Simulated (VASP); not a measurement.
# Sb in VASP: notebook, part 2 of 2

VASP 6.6.1. The steps go on from the part before.

**3. Single point, PBE-based screened hybrid**

Contents of POSCAR:

```
Sb
1.0
    0.0000000000      2.3712425216      2.3712425216
    2.3712425216      0.0000000000      2.3712425216
    2.3712425216      2.3712425216      0.0000000000
Sb
1
Direct
    0.0000000000      0.0000000000      0.0000000000
```

Contents of INCAR.step1:

```
SYSTEM = Sb
PREC     = Accurate       ! precision mode
ENCUT    = 400            ! plane-wave cutoff, eV
EDIFF    = 1E-5           ! SCF threshold, eV
ISMEAR   = -1             ! smearing method
SIGMA    = 0.05           ! smearing width, eV
LREAL    = .False.        ! projectors in reciprocal space
LASPH    = .True.         ! aspherical terms in the spheres
NELM     = 120            ! most SCF steps
ALGO     = Normal         ! electronic algorithm
ISIF     = 2              ! what is computed and relaxed
LWAVE    = .True.         ! write WAVECAR
LCHARG   = .False.        ! write CHGCAR
GGA      = PE             ! functional
NBANDS   = 14             ! bands
GGA_COMPAT= .False.
```

Contents of INCAR.step2:

```
SYSTEM = Sb
PREC     = Accurate       ! precision mode
ENCUT    = 400            ! plane-wave cutoff, eV
EDIFF    = 1E-6           ! SCF threshold, eV
ISMEAR   = -1             ! smearing method
SIGMA    = 0.05           ! smearing width, eV
LREAL    = .False.        ! projectors in reciprocal space
LASPH    = .True.         ! aspherical terms in the spheres
NELM     = 120            ! most SCF steps
ALGO     = Normal         ! electronic algorithm
ISIF     = 2              ! what is computed and relaxed
LWAVE    = .False.        ! write WAVECAR
LCHARG   = .False.        ! write CHGCAR
GGA      = PE             ! functional
LHFCALC  = .True.         ! exact exchange
AEXX     = 0.3            ! exact-exchange fraction
HFSCREEN = 0.2            ! screening, 1/A
PRECFOCK = Normal       
ISTART   = 1            
NBANDS   = 14             ! bands
GGA_COMPAT= .False.
```

Contents of KPOINTS:

```
Automatic mesh
0
Gamma
  5 5 5
  0 0 0
```

Potentials or basis: VASP PAW PBE potentials, release 64 (Sb_d_GW).

Run with:

```console
> cat potpaw_PBE.64/Sb_d_GW/POTCAR > POTCAR
> cp INCAR.step1 INCAR
> mpirun -np 1 vasp_std > vasp.out
> cp INCAR.step2 INCAR
> mpirun -np 1 vasp_std > vasp.out
```

OUTCAR:

```text
SYSTEM = Sb
   PREC = Accurate
   ENCUT = 400
   EDIFF = 1E-6
   ISMEAR = -1
   LREAL = .False.
   LASPH = .True.
   NELM = 120
   ISIF = 2
   GGA = PE
   LHFCALC = .True.
   AEXX = 0.3
   HFSCREEN = 0.2
   PRECFOCK = Normal
   ISTART = 1

 ion  position               nearest neighbor table
   1  0.000  0.000  0.000-

  LATTYP: Found a face centered cubic cell.
 ALAT       =     4.7424850432

  Lattice vectors:

 A1 = (   0.0000000000,   2.3712425216,   2.3712425216)
 A2 = (   2.3712425216,   0.0000000000,   2.3712425216)
 A3 = (   2.3712425216,   2.3712425216,   0.0000000000)

Analysis of symmetry for initial positions (statically):
=====================================================================
 Subroutine PRICEL returns:
 Original cell was already a primitive cell.

 Routine SETGRP: Setting up the symmetry group for a
 face centered cubic supercell.

 Subroutine GETGRP returns: Found 48 space group operations
[... 9 lines left out ...]

 Routine SETGRP: Setting up the symmetry group for a
[... 150 lines left out ...]
 Fermi energy:         6.1621825593

 k-point     1 :       0.0000    0.0000    0.0000
  band No.  band energies     occupation
      1     -26.0770      2.00000
      2     -26.0770      2.00000
      3     -26.0770      2.00000
      4     -26.0326      2.00000
      5     -26.0326      2.00000
      6      -8.4956      2.00000
      7      12.6327      0.00000
      8      12.6327      0.00000
      9      12.6327      0.00000
     10      17.4958      0.00000
     11      17.8529      0.00000
     12      17.8529      0.00000
     13      17.8529      0.00000
     14      19.5102      0.00000
[... 139 lines left out ...]
      1     -26.0715      2.00000
      2     -26.0655      2.00000
      3     -26.0334      2.00000
      4     -26.0067      2.00000
      5     -25.9895      2.00000
      6      -2.9543      2.00000
      7       2.4753      2.00000
      8       3.8705      2.00000
      9       6.1081      1.49330
     10      15.8276      0.00000
     11      16.8588      0.00000
     12      18.7941      0.00000
     13      23.2958      0.00000
     14      26.4419      0.00000

------------------------ aborting loop because EDIFF is reached ----------------------------------------

  FORCE on cell =-STRESS in cart. coord.  units (eV):
  Direction    XX          YY          ZZ          XY          YZ          ZX
  --------------------------------------------------------------------------------------
  -------------------------------------------------------------------------------------
  Total       -0.1905741     -0.1905741     -0.1905741     -0.0000000      0.0000000      0.0000000
  in kB      -11.4502934    -11.4502934    -11.4502934     -0.0000000      0.0000000      0.0000000
  external PRESSURE =     -11.4502934 kB  Pullay stress =       0.0000000 kB

 VOLUME and BASIS-vectors are now :
 -----------------------------------------------------------------------------
  energy-cutoff  :      400.00
  volume of cell :       26.67
      direct lattice vectors                 reciprocal lattice vectors
     0.000000000  2.371242522  2.371242522    -0.210859916  0.210859916  0.210859916
     2.371242522  0.000000000  2.371242522     0.210859916 -0.210859916  0.210859916
     2.371242522  2.371242522  0.000000000     0.210859916  0.210859916 -0.210859916

 POSITION                                       TOTAL-FORCE (eV/Angst)
 -----------------------------------------------------------------------------------
      0.00000      0.00000      0.00000        -0.000000     -0.000000      0.000000
 -----------------------------------------------------------------------------------
    total drift:                                0.000002     -0.000001      0.000002

  FREE ENERGIE OF THE ION-ELECTRON SYSTEM (eV)
  ---------------------------------------------------
  free  energy   TOTEN  =        -4.6209312613 eV

  energy  without entropy=       -4.6080335955  energy(sigma->0) =       -4.61448243
```

OUTCAR.step1:

```text
SYSTEM = Sb
   PREC = Accurate
   ENCUT = 400
   EDIFF = 1E-5
   ISMEAR = -1
   LREAL = .False.
[... 371 lines left out ...]
 -----------------------------------------------------------------------------------
      0.00000      0.00000      0.00000         0.000000      0.000000      0.000000
 -----------------------------------------------------------------------------------
    total drift:                                0.000000     -0.000000     -0.000000

  FREE ENERGIE OF THE ION-ELECTRON SYSTEM (eV)
  ---------------------------------------------------
  free  energy   TOTEN  =        -3.7803819852 eV

  energy  without entropy=       -3.7665257882  energy(sigma->0) =       -3.77345389
```

OSZICAR.step1:

```text
N       E                     dE             d eps       ncg     rms          rms(c)
DAV:   1     0.779641861724E+02    0.77964E+02   -0.44006E+03   370   0.852E+03
DAV:   2     0.225846757458E+01   -0.75706E+02   -0.73438E+02   470   0.840E+02
DAV:   3    -0.370247834637E+01   -0.59609E+01   -0.59555E+01   380   0.996E+01
DAV:   4    -0.378230770195E+01   -0.79829E-01   -0.79805E-01   392   0.886E+00
DAV:   5    -0.378717360063E+01   -0.48659E-02   -0.48658E-02   388   0.234E+00    0.292E+00
DAV:   6    -0.378213295050E+01    0.50407E-02   -0.45414E-03   392   0.496E+00    0.175E+00
DAV:   7    -0.378038512070E+01    0.17478E-02   -0.56436E-03   378   0.355E+00    0.796E-02
DAV:   8    -0.378037740012E+01    0.77206E-05   -0.85917E-04   460   0.172E+00    0.301E-02
DAV:   9    -0.378038198521E+01   -0.45851E-05   -0.74461E-06   270   0.101E-01
   1 F= -.37803820E+01 E0= -.37734539E+01  d E =-.138562E-01
```

Wall time 4 min (1 thread of Intel Xeon Platinum 8559C (Emerald Rapids), shared host); peak memory 0.24 GiB.

Results:

```
Free energy : -4.6209 eV
Pressure    : -1.1 GPa
```

Levels at points of the mesh, in eV from the Fermi level:
| k point | band 4 | band 5 | band 6 | band 7 | band 8 | band 9 | band 10 | band 11 |
| --- | --- | --- | --- | --- | --- | --- | --- | --- |
| (0.00, 0.00, 0.00) | -32.19 | -32.19 | -14.66 | 6.47 | 6.47 | 6.47 | 11.33 | 11.69 |

Caveat: the k points lie up to 0.46 Å⁻¹ apart; the PAW data sets were made with another functional, which shifts forces and pressure a little; spin-orbit coupling is left out, which moves the levels of the heavy elements.

**4. Single point, HSE06**

This run uses another cell than the first one, of 25.07 Å³/atom, 0.940 times its volume.

Contents of POSCAR:

```
Sb
1.0
    0.0000000000      2.3228362346      2.3228362346
    2.3228362346      0.0000000000      2.3228362346
    2.3228362346      2.3228362346      0.0000000000
Sb
1
Direct
    0.0000000000      0.0000000000      0.0000000000
```

Contents of INCAR.step1:

```
SYSTEM = Sb
  PREC = Accurate
  ENCUT = 520
  EDIFF = 1E-5
  ISMEAR = -1
  SIGMA = 0.05
  LREAL = .FALSE.
  LASPH = .TRUE.
  NELM = 80
  ALGO = Normal
  ISIF = 2
  LWAVE = .TRUE.
  LCHARG = .FALSE.
  NBANDS = 8
  GGA = PE
```

Contents of INCAR.step2:

```
SYSTEM = Sb
  PREC = Accurate
  ENCUT = 520
  EDIFF = 1E-6
  ISMEAR = -1
  SIGMA = 0.05
  LREAL = .FALSE.
  LASPH = .TRUE.
  NELM = 80
  ALGO = Normal
  ISIF = 2
  LWAVE = .FALSE.
  LCHARG = .FALSE.
  GGA = PE
  LHFCALC = .TRUE.
  HFSCREEN = 0.2079
  PRECFOCK = Normal
  NBANDS = 8
  ISTART = 1
```

Contents of KPOINTS:

```
Automatic mesh
0
G
  6 6 6
  0 0 0
```

Potentials or basis: VASP PAW PBE potentials, release 64 (Sb).

Run with:

```console
> cat potpaw_PBE.64/Sb/POTCAR > POTCAR
> cp INCAR.step1 INCAR
> mpirun -np 1 vasp_std > vasp.out
> cp INCAR.step2 INCAR
> mpirun -np 1 vasp_std > vasp.out
```

Wall time 3.7 min (1 thread of Intel Xeon Platinum 8488C (Sapphire Rapids), shared host); peak memory 0.24 GiB.

Results (log left out):

| Property | Result |
| --- | --- |
| Free energy | -4.6814 eV |
| Pressure | 3.0 GPa |

Levels at points of the mesh, in eV from the Fermi level:
| k point | band 1 | band 2 | band 3 | band 4 | band 5 | band 6 |
| --- | --- | --- | --- | --- | --- | --- |
| (0.00, 0.00, 0.00) | -15.30 | 6.34 | 6.34 | 6.34 | 10.61 | 10.61 |
| (0.50, 0.00, 0.00) | -10.63 | -7.40 | 4.30 | 4.30 | 9.07 | 9.67 |
| (0.50, 0.50, 0.00) | -8.54 | -6.29 | 0.25 | 0.25 | 4.37 | 4.69 |

Caveat: the k points lie up to 0.39 Å⁻¹ apart; the PAW data sets were made with another functional, which shifts forces and pressure a little; spin-orbit coupling is left out, which moves the levels of the heavy elements.

**5. Single point, HSE06**

This run uses another cell than the first one, of 25.60 Å³/atom, 0.960 times its volume.

Contents of POSCAR:

```
Sb
1.0
    0.0000000000      2.3391947752      2.3391947752
    2.3391947752      0.0000000000      2.3391947752
    2.3391947752      2.3391947752      0.0000000000
Sb
1
Direct
    0.0000000000      0.0000000000      0.0000000000
```

Contents of INCAR.step1:

```
SYSTEM = Sb
PREC     = Accurate       ! precision mode
ENCUT    = 520            ! plane-wave cutoff, eV
EDIFF    = 1E-5           ! SCF threshold, eV
ISMEAR   = -1             ! smearing method
SIGMA    = 0.05           ! smearing width, eV
LREAL    = .FALSE.        ! projectors in reciprocal space
LASPH    = .TRUE.         ! aspherical terms in the spheres
NELM     = 100            ! most SCF steps
ALGO     = Normal         ! electronic algorithm
ISIF     = 2              ! what is computed and relaxed
LWAVE    = .TRUE.         ! write WAVECAR
LCHARG   = .FALSE.        ! write CHGCAR
GGA      = PE             ! functional
NBANDS   = 8              ! bands
```

Contents of INCAR.step2:

```
SYSTEM = Sb
PREC     = Accurate       ! precision mode
ENCUT    = 520            ! plane-wave cutoff, eV
EDIFF    = 1E-7           ! SCF threshold, eV
ISMEAR   = -1             ! smearing method
SIGMA    = 0.05           ! smearing width, eV
LREAL    = .FALSE.        ! projectors in reciprocal space
LASPH    = .TRUE.         ! aspherical terms in the spheres
NELM     = 100            ! most SCF steps
ALGO     = Normal         ! electronic algorithm
ISIF     = 2              ! what is computed and relaxed
LWAVE    = .FALSE.        ! write WAVECAR
LCHARG   = .FALSE.        ! write CHGCAR
GGA      = PE             ! functional
LHFCALC  = .TRUE.         ! exact exchange
HFSCREEN = 0.2079         ! screening, 1/A
PRECFOCK = Normal       
ISTART   = 1            
NBANDS   = 8              ! bands
```

KPOINTS is that of step 4.

Run with:

```console
> cat potpaw_PBE.64/Sb/POTCAR > POTCAR
> cp INCAR.step1 INCAR
> mpirun -np 1 vasp_std > vasp.out
> cp INCAR.step2 INCAR
> mpirun -np 1 vasp_std > vasp.out
```

Run time: 6.8 min. Hardware: 1 thread of Intel Xeon Platinum 8488C (Sapphire Rapids), shared host; peak memory 0.26 GiB.

The run converged. Its results:

```yaml
Free_energy: -4.6889 eV
Pressure: 1.5 GPa
```

Levels at points of the mesh, in eV from the Fermi level:
```tsv
k point	band 1	band 2	band 3	band 4	band 5	band 6
(0.00, 0.00, 0.00)	-15.12	6.14	6.14	6.14	10.52	10.52
(0.50, 0.00, 0.00)	-10.58	-7.26	4.17	4.17	8.91	9.60
(0.50, 0.50, 0.00)	-8.57	-6.17	0.23	0.23	4.33	4.69
```

Caveat: the k points lie up to 0.39 Å⁻¹ apart; the PAW data sets were made with another functional, which shifts forces and pressure a little; spin-orbit coupling is left out, which moves the levels of the heavy elements.

**6. Single point, HSE06**

This run uses another cell than the first one, of 26.13 Å³/atom, 0.980 times its volume.

Contents of POSCAR:

```
Sb
1.0
    0.0000000000      2.3553276627      2.3553276627
    2.3553276627      0.0000000000      2.3553276627
    2.3553276627      2.3553276627      0.0000000000
Sb
1
Direct
    0.0000000000      0.0000000000      0.0000000000
```

Contents of INCAR.step1:

```
SYSTEM = Sb
PREC = Accurate
ENCUT = 520
EDIFF = 1E-5
ISMEAR = -1
SIGMA = 0.05
LREAL = .FALSE.
LASPH = .TRUE.
NELM = 60
ALGO = Normal
ISIF = 2
LWAVE = .TRUE.
LCHARG = .FALSE.
NBANDS = 8
GGA = PE
```

Contents of INCAR.step2:

```
SYSTEM = Sb
PREC = Accurate
ENCUT = 520
EDIFF = 1E-7
ISMEAR = -1
SIGMA = 0.05
LREAL = .FALSE.
LASPH = .TRUE.
NELM = 60
ALGO = Normal
ISIF = 2
LWAVE = .FALSE.
LCHARG = .FALSE.
GGA = PE
LHFCALC = .TRUE.
HFSCREEN = 0.2079
PRECFOCK = Normal
NBANDS = 8
ISTART = 1
```

KPOINTS is that of step 5.

Potentials or basis: VASP PAW PBE potentials, release 64 (Sb).

Run with:

```console
> cat potpaw_PBE.64/Sb/POTCAR > POTCAR
> cp INCAR.step1 INCAR
> mpirun -np 1 vasp_std > vasp.out
> cp INCAR.step2 INCAR
> mpirun -np 1 vasp_std > vasp.out
```

Run time: 11 min. Hardware: 1 thread of Intel Xeon Platinum 8488C (Sapphire Rapids), shared host; peak memory 0.26 GiB.

The run converged. Its results:

```
Free energy : -4.6913 eV
Pressure    : 0.0 GPa
```

Levels at points of the mesh, in eV from the Fermi level:
```csv
k point,band 1,band 2,band 3,band 4,band 5,band 6,band 7
"(0.00, 0.00, 0.00)",-14.95,5.96,5.96,5.96,10.44,10.44,10.44
"(0.50, 0.00, 0.00)",-10.54,-7.12,4.04,4.04,8.75,9.54,9.54
"(0.50, 0.50, 0.00)",-8.59,-6.05,0.22,0.22,4.29,4.68,18.18
```

Caveat: the k points lie up to 0.39 Å⁻¹ apart; the PAW data sets were made with another functional, which shifts forces and pressure a little; spin-orbit coupling is left out, which moves the levels of the heavy elements.

**7. Summary**

```tsv
level	potentials or basis	cell	k mesh	cutoff (eV)	grid for exact exchange (PRECFOCK)	share of exact exchange	second run	screening parameter	gap on the mesh (eV)	pressure (GPa)
PBEsol	VASP PAW PBE potentials, release 64 (Sb)	a = 3.389, b = 3.389, c = 3.288 Å, angles 61.0, 61.0, 58.0°, 1 atom	10 × 10 × 10	500	-	-	-	-	none	-1.0
PBE-based screened hybrid	VASP PAW PBE potentials, release 64 (Sb_d_GW)	a = 3.353 Å, angles 60.0°, 1 atom	5 × 5 × 5	400	Normal	0.3	valence_matched	0.2 1/Å	none	-1.1
HSE06	VASP PAW PBE potentials, release 64 (Sb)	a = 3.285 Å, angles 60.0°, 1 atom	6 × 6 × 6	520	Normal	-	-	0.2079 1/Å	none	3.0
HSE06	VASP PAW PBE potentials, release 64 (Sb)	a = 3.308 Å, angles 60.0°, 1 atom	6 × 6 × 6	520	Normal	-	-	0.2079 1/Å	none	1.5
HSE06	VASP PAW PBE potentials, release 64 (Sb)	a = 3.331 Å, angles 60.0°, 1 atom	6 × 6 × 6	520	Normal	-	-	0.2079 1/Å	none	0.0
```

Alike in all rows: task single point; no spin polarisation; smearing fermi-dirac 0.05 eV.

Caveats: some runs use coarse meshes; the PAW data sets were made with another functional, which shifts forces and pressure a little; spin-orbit coupling is left out, which moves the levels of the heavy elements.

Total energies depend on the potentials used, so only differences within one code and one set of settings carry meaning.
